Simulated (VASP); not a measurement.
# Ge in VASP: further runs

Ge is run at these levels: PBE+D3(BJ); tasks: single point.

Program: VASP 6.6.1. These are calculated values, not measurements. Logs are shortened: lines on timing, memory, paths and dates and some standing lists are left out, and cuts for length are marked.

### 1 The cell of the first run

The cell holds a slab with vacuum, 4 atoms: a = 4.023 Å, b = 4.023 Å, c = 18.869 Å, α = 90.00°, β = 90.00°, γ = 120.00°.

### 2 Single point, PBE+D3(BJ) (layers slid over each other)

Contents of INCAR:

```
ALGO = Normal ; DIPOL = 0.5 0.5 0.415
EDIFF = 1E-6 ; ENCUT = 520
GGA = PE ; IDIPOL = 3
ISIF = 2 ; ISMEAR = 0
IVDW = 12 ; LASPH = True
LCHARG = False ; LDIPOL = True
LREAL = False ; LWAVE = False
NBANDS = 36 ; NELM = 80
PREC = Accurate ; SIGMA = 0.1
```

Contents of KPOINTS:

```
k-points
0
Gamma
  9 9 1
```

Contents of POSCAR:

```
Ge
1.0
    4.0226895460      0.0000000000      0.0000000000
   -2.0113447730      3.4837513384      0.0000000000
    0.0000000000      0.0000000000     18.8685220369
Ge
4
Direct
    0.3333333333      0.6666666667      0.2747571330
    0.6666666667      0.3333333333      0.2384924474
    0.7777777778      0.2222222222      0.5919129233
    1.1111111111     -0.1111111111      0.5556482377
```

Potentials or basis: VASP PAW PBE potentials, release 64 (Ge_d).

On the command line:

```bash
> cat potpaw_PBE.64/Ge_d/POTCAR > POTCAR
> mpirun -np 1 vasp_std > vasp.out
```

OUTCAR:

```text
EDIFF = 1E-6
   ENCUT = 520
   GGA = PE
   ISIF = 2
   ISMEAR = 0
   IVDW = 12
   LASPH = True
   LREAL = False
   NELM = 80
   PREC = Accurate
 IVDW          = 12

 ion  position               nearest neighbor table
   1  0.333  0.667  0.275-   2 2.42   2 2.42   2 2.42
   2  0.667  0.333  0.238-   1 2.42   1 2.42   1 2.42
   3  0.778  0.222  0.592-   4 2.42   4 2.42   4 2.42
   4  0.111  0.889  0.556-   3 2.42   3 2.42   3 2.42

  LATTYP: Found a hexagonal cell.
 ALAT       =     4.0226895460
 C/A-ratio  =     4.6905240440

  Lattice vectors:

 A1 = (   4.0226895460,   0.0000000000,   0.0000000000)
 A2 = (  -2.0113447730,   3.4837513384,   0.0000000000)
 A3 = (   0.0000000000,   0.0000000000,  18.8685220369)

Analysis of symmetry for initial positions (statically):
=====================================================================
 Subroutine PRICEL returns:
 Original cell was already a primitive cell.

 Routine SETGRP: Setting up the symmetry group for a
 hexagonal supercell.

 Subroutine GETGRP returns: Found  4 space group operations
 (whereof  2 operations were pure point group operations)
 out of a pool of 24 trial point group operations.

The static configuration has the point symmetry C_1h.
 The point group associated with its full space group is C_2h.

Analysis of symmetry for dynamics (positions and initial velocities):
=====================================================================
 Subroutine PRICEL returns:
 Original cell was already a primitive cell.

 Routine SETGRP: Setting up the symmetry group for a
 hexagonal supercell.

 Subroutine GETGRP returns: Found  4 space group operations
 (whereof  2 operations were pure point group operations)
 out of a pool of 24 trial point group operations.

The dynamic configuration has the point symmetry C_1h.
 The point group associated with its full space group is C_2h.

 Subroutine INISYM returns: Found  4 space group operations
 (whereof  2 operations are pure point group operations),
 and found     1 'primitive' translations

----------------------------------------------------------------------------------------

                                     Primitive cell

  volume of cell :     264.4244

  direct lattice vectors                    reciprocal lattice vectors
     4.022689546  0.000000000  0.000000000     0.248589902  0.143523447  0.000000000
[... 95 lines left out ...]
   ISIF   =      2    stress and relaxation
   ISYM   =      2    0-nonsym 1-usesym 2-fastsym
   POTIM  = 0.5000    time-step for ionic-motion
   TEBEG  =    0.0;   TEEND  =   0.0 temperature during run
   PSTRESS=    0.0 pullay stress
   NELECT =      56.0000    total number of electrons
   NUPDOWN=      -1.0000    fix difference up-down
   EMIN   =  10.00;   EMAX   =-10.00  energy-range for DOS
   EFERMI =   0.00;   METHOD = LEGACY
   ISMEAR =     0;   SIGMA  =   0.10  broadening in eV -4-tet -1-fermi 0-gaus
   EFERMI_NEDOS =   21; number of points for ismear=-14 and -15
   IALGO  =     38    algorithm
   IMIX   =      4    mixing-type and parameters
     AMIX     =   0.40;   BMIX     =  1.00
     AMIX_MAG =   1.60;   BMIX_MAG =  1.00
  volume/ion in A,a.u.               =      66.11       446.11
  Fermi-wavevector in a.u.,A,eV,Ry     =   0.975821  1.844035 12.955840  0.952227
  Thomas-Fermi vector in A             =   2.106391
   LORBIT       =      0    0 simple, 1 ext, 2 COOP (PROOUT), +10 PAW based schemes
   GGA     = PE    functional components
   LHFCALC =     F    Hartree Fock is set to
   AEXX    =    0.0000 exact exchange contribution
   IVDW    =    12    specifies the selected vdW correction
   LEPSILON=     F    determine dielectric tensor
   LRPA    =     F    only Hartree local field effects (RPA)
 non-spin polarized calculation
 Gauss-broadening in eV      SIGMA  =   0.10
  energy-cutoff  :      520.00
  volume of cell :      264.42
 maximum number of plane-waves:      7165
 NGX is ok and might be reduce to    30
   NGX = 15   NGY = 15   NGZ = 71

 number of electron      56.0000005 magnetization

 dipolmoment           0.000000      0.000000     -0.000001 electrons x Angstroem

 Free energy of the ion-electron system (eV)
  ---------------------------------------------------
  ext. energy  EPLUGINS =         0.00000000
  ---------------------------------------------------
  free energy    TOTEN  =       -16.15318803 eV

  energy without entropy =      -16.14843000  energy(sigma->0) =      -16.15080902

 E-fermi :  -1.3328     XC(G=0):  -4.5612

 val. band max:       -1.3490099610   @ k =   0.3333   0.3333   0.0000
 cond. band min:      -1.3162730567   @ k =   0.3333   0.3333   0.0000
 fundamental gap:      0.0327369044
 Fermi energy:        -1.3327845383

 k-point     1 :       0.0000    0.0000    0.0000
  band No.  band energies     occupation
      1     -25.8391      2.00000
      2     -25.8391      2.00000
      3     -25.8391      2.00000
      4     -25.8391      2.00000
      5     -25.7888      2.00000
      6     -25.7887      2.00000
[... 925 lines left out ...]
     35       4.2515      0.00000
     36       4.9970      0.00000

 [... further k-points ...]

------------------------ aborting loop because EDIFF is reached ----------------------------------------

 vacuum level on the upper side and lower side of the slab       (xc-potential included)        -0.170        -0.167

 Edisp (eV)   -0.68617

 E8    (eV) :    -0.3147

  FORCE on cell =-STRESS in cart. coord.  units (eV):
  Direction    XX          YY          ZZ          XY          YZ          ZX
  --------------------------------------------------------------------------------------
  -------------------------------------------------------------------------------------
  Total      -0.14558    -0.14209    -0.35423     0.00303    -0.00666     0.01153
  in kB      -0.88210    -0.86092    -2.14633     0.01835    -0.04033     0.06985
  external pressure =       -1.30 kB  Pullay stress =        0.00 kB

 VOLUME and BASIS-vectors are now :
 -----------------------------------------------------------------------------
  energy-cutoff  :      520.00
  volume of cell :      264.42
      direct lattice vectors                 reciprocal lattice vectors
     4.022689546  0.000000000  0.000000000     0.248589902  0.143523447  0.000000000
    -2.011344773  3.483751338  0.000000000     0.000000000  0.287046894  0.000000000
     0.000000000  0.000000000 18.868522037     0.000000000  0.000000000  0.052998322

 POSITION                                       TOTAL-FORCE (eV/Angst)
 -----------------------------------------------------------------------------------
     -0.00000      2.32250      5.18426        -0.002009      0.001160      0.043665
      2.01134      1.16125      4.50000        -0.000120      0.000069      0.010728
      2.68179      0.77417     11.16852         0.000120     -0.000069     -0.010728
     -1.34090      3.09667     10.48426         0.002009     -0.001160     -0.043665
 -----------------------------------------------------------------------------------
    total drift:                               -0.000007      0.000002      0.000425

  FREE ENERGIE OF THE ION-ELECTRON SYSTEM (eV)
  ---------------------------------------------------
  free  energy   TOTEN  =       -16.8393602783 eV

  energy  without entropy=      -16.8346022460  energy(sigma->0) =      -16.83698126

 vacuum level on the upper side and lower side of the slab         2.985         2.989
```

Wall time 3.2 min (1 thread of Intel Xeon 6975P-C (Granite Rapids), shared host); peak memory 0.44 GiB.

Results:

```yaml
Free_energy: -16.8394 eV
Largest_force: 0.044 eV/Å
Band_gap_on_the_k_mesh: 0.03 eV
Dispersion_energy_per_atom: -0.172 eV
```

Forces in eV/Å, atoms in the order of the input:
```
Ge  -0.002  0.001  0.044
Ge   0.000  0.000  0.011
Ge   0.000  0.000 -0.011
Ge   0.002 -0.001 -0.044
```

Caveat: the cell differs from its parent crystal (layers slid over each other).

### 3 Single point, PBE+D3(BJ) (layers slid over each other)

Contents of INCAR:

```
ALGO     = Normal         # electronic algorithm
DIPOL    = 0.5 0.5 0.415
EDIFF    = 1E-6           # SCF threshold, eV
ENCUT    = 520            # plane-wave cutoff, eV
GGA      = PE             # functional
IDIPOL   = 3            
ISIF     = 2              # what is computed and relaxed
ISMEAR   = 0              # smearing method
IVDW     = 12             # dispersion correction
LASPH    = True           # aspherical terms in the spheres
LCHARG   = False          # write CHGCAR
LDIPOL   = True         
LREAL    = False          # projectors in reciprocal space
LWAVE    = False          # write WAVECAR
NBANDS   = 36             # bands
NELM     = 100            # most SCF steps
PREC     = Accurate       # precision mode
SIGMA    = 0.1            # smearing width, eV
```

KPOINTS is that of step 2.

POSCAR: that of step 2 with these lines changed.

```diff
@@ -10,3 +10,3 @@
     0.6666666667      0.3333333333      0.2384924474
-    0.7777777778      0.2222222222      0.5919129233
-    1.1111111111     -0.1111111111      0.5556482377
+    0.1111111111      0.8888888889      0.5919129233
+    0.4444444444      0.5555555556      0.5556482377
```

Potentials or basis: VASP PAW PBE potentials, release 64 (Ge_d).

On the command line:

```bash
> cat potpaw_PBE.64/Ge_d/POTCAR > POTCAR
> mpirun -np 1 vasp_std > vasp.out
```

OUTCAR:

```text
EDIFF = 1E-6
   ENCUT = 520
   GGA = PE
   ISIF = 2
   ISMEAR = 0
   IVDW = 12
   LASPH = True
   LREAL = False
   NELM = 100
   PREC = Accurate
 IVDW          = 12

 ion  position               nearest neighbor table
   1  0.333  0.667  0.275-   2 2.42   2 2.42   2 2.42
   2  0.667  0.333  0.238-   1 2.42   1 2.42   1 2.42
   3  0.111  0.889  0.592-   4 2.42   4 2.42   4 2.42
   4  0.444  0.556  0.556-   3 2.42   3 2.42   3 2.42

  LATTYP: Found a hexagonal cell.
 ALAT       =     4.0226895460
 C/A-ratio  =     4.6905240440

  Lattice vectors:

 A1 = (   4.0226895460,   0.0000000000,   0.0000000000)
 A2 = (  -2.0113447730,   3.4837513384,   0.0000000000)
 A3 = (   0.0000000000,   0.0000000000,  18.8685220369)

Analysis of symmetry for initial positions (statically):
=====================================================================
 Subroutine PRICEL returns:
 Original cell was already a primitive cell.

 Routine SETGRP: Setting up the symmetry group for a
 hexagonal supercell.

 Subroutine GETGRP returns: Found  4 space group operations
[... 177 lines left out ...]
 fundamental gap:      0.0300278704
 Fermi energy:        -1.3328026579

 k-point     1 :       0.0000    0.0000    0.0000
  band No.  band energies     occupation
      1     -25.8399      2.00000
      2     -25.8399      2.00000
      3     -25.8399      2.00000
      4     -25.8399      2.00000
      5     -25.7896      2.00000
      6     -25.7896      2.00000
[... 925 lines left out ...]
     35       4.3045      0.00000
     36       4.9912      0.00000

 [... further k-points ...]

------------------------ aborting loop because EDIFF is reached ----------------------------------------

 vacuum level on the upper side and lower side of the slab       (xc-potential included)        -0.175        -0.172

 Edisp (eV)   -0.68622

 E8    (eV) :    -0.3147

  FORCE on cell =-STRESS in cart. coord.  units (eV):
  Direction    XX          YY          ZZ          XY          YZ          ZX
  --------------------------------------------------------------------------------------
  -------------------------------------------------------------------------------------
  Total      -0.14634    -0.14658    -0.38807    -0.00021     0.00617    -0.01069
  in kB      -0.88670    -0.88815    -2.35133    -0.00126     0.03741    -0.06480
  external pressure =       -1.38 kB  Pullay stress =        0.00 kB

 VOLUME and BASIS-vectors are now :
 -----------------------------------------------------------------------------
  energy-cutoff  :      520.00
  volume of cell :      264.42
      direct lattice vectors                 reciprocal lattice vectors
     4.022689546  0.000000000  0.000000000     0.248589902  0.143523447  0.000000000
    -2.011344773  3.483751338  0.000000000     0.000000000  0.287046894  0.000000000
     0.000000000  0.000000000 18.868522037     0.000000000  0.000000000  0.052998322

 POSITION                                       TOTAL-FORCE (eV/Angst)
 -----------------------------------------------------------------------------------
     -0.00000      2.32250      5.18426         0.001700     -0.000981      0.048309
      2.01134      1.16125      4.50000         0.000334     -0.000193      0.011475
     -1.34090      3.09667     11.16852        -0.000334      0.000193     -0.011475
      0.67045      1.93542     10.48426        -0.001700      0.000981     -0.048309
 -----------------------------------------------------------------------------------
    total drift:                               -0.000006      0.000002      0.000419

  FREE ENERGIE OF THE ION-ELECTRON SYSTEM (eV)
  ---------------------------------------------------
  free  energy   TOTEN  =       -16.8416981186 eV

  energy  without entropy=      -16.8378346922  energy(sigma->0) =      -16.83976641

 vacuum level on the upper side and lower side of the slab         2.994         2.998
```

OSZICAR:

```text
N       E                     dE             d eps       ncg     rms          rms(c)
DAV:   1     0.496893688921E+03    0.49689E+03   -0.29638E+04  2112   0.267E+03
DAV:   2     0.633080473198E+02   -0.43359E+03   -0.42427E+03  2016   0.690E+02
DAV:   3    -0.125232267777E+02   -0.75831E+02   -0.75357E+02  2496   0.190E+02
[... 12 lines left out ...]
DAV:  16    -0.161554440689E+02   -0.84643E-04   -0.49646E-06  1500   0.152E-02    0.144E-03
DAV:  17    -0.161554662720E+02   -0.22203E-04   -0.10948E-06  1372   0.813E-03    0.103E-03
DAV:  18    -0.161554757317E+02   -0.94597E-05   -0.43484E-07  1384   0.786E-03    0.332E-04
DAV:  19    -0.161554777054E+02   -0.19737E-05   -0.35243E-07  1360   0.558E-03    0.271E-04
DAV:  20    -0.161554779473E+02   -0.24188E-06   -0.56240E-08  1292   0.119E-02
   1 F= -.16841698E+02 E0= -.16839766E+02  d E =-.386343E-02
```

Wall time 8.5 min (1 thread of Intel Xeon 8259CL, shared host); peak memory 0.46 GiB.

Results:

```yaml
Free_energy: -16.8417 eV
Largest_force: 0.048 eV/Å
Band_gap_on_the_k_mesh: 0.03 eV
Dispersion_energy_per_atom: -0.172 eV
```

Forces on the atoms (eV/Å):
```
Ge   0.002 -0.001  0.048
Ge   0.000  0.000  0.011
Ge   0.000  0.000 -0.011
Ge  -0.002  0.001 -0.048
```

Caveat: the cell differs from its parent crystal (layers slid over each other).
